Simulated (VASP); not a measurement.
Write the native input for VASP 6.6.1 that does the following.

```
Task                   : single point
Functional             : LDA
Potentials or basis    : VASP PAW LDA potentials, release 64 (Hf_pv, N)
Cutoff                 : 520 eV
k mesh                 : 18 × 18 × 18
Occupations            : gaussian, width 0.15 eV
Spin                   : no spin polarisation
Dipole correction      : no
Further INCAR settings : ALGO = Normal; EDIFF = 1e-07; NBANDS = 14
```

The structure of HfN lies in POSCAR:

```
HfN
1.0
    0.0000000000      2.1686400000      2.0782800000
    2.1686400000      0.0000000000      2.0782800000
    2.1686400000      2.1686400000      0.0000000000
Hf N
1 1
Direct
    0.0000000000      0.0000000000      0.0000000000
    0.5000000000      0.5000000000      0.5000000000
```

This cell differs from its parent crystal: strain -0.040 along x and y, -0.080 along z.

The input as run:

INCAR

```
PREC = Accurate ; ENCUT = 520
EDIFF = 1E-7 ; ISMEAR = 0
SIGMA = 0.15 ; LREAL = False
LASPH = True ; NELM = 80
ALGO = Normal ; ISIF = 2
LWAVE = False ; LCHARG = False
NBANDS = 14
```

KPOINTS

```
regular mesh
0
Gamma
  18 18 18
```

Potentials or basis: VASP PAW LDA potentials, release 64 (Hf_pv, N).

Launch:

```sh
$ cat potpaw_LDA.64/Hf_pv/POTCAR potpaw_LDA.64/N/POTCAR > POTCAR
$ mpirun -np 1 vasp_std > vasp.out
```

Results of the run:

```yaml
Pressure: 53.7 GPa
```

Caveat: the cell differs from its parent crystal (strain -0.040 along x and y, -0.080 along z).

Wall time 68 s on 1 thread of Intel(R) Xeon(R) Platinum 8375C CPU @ 2.90GHz (Ice Lake), on a shared host, peak memory 0.24 GiB.
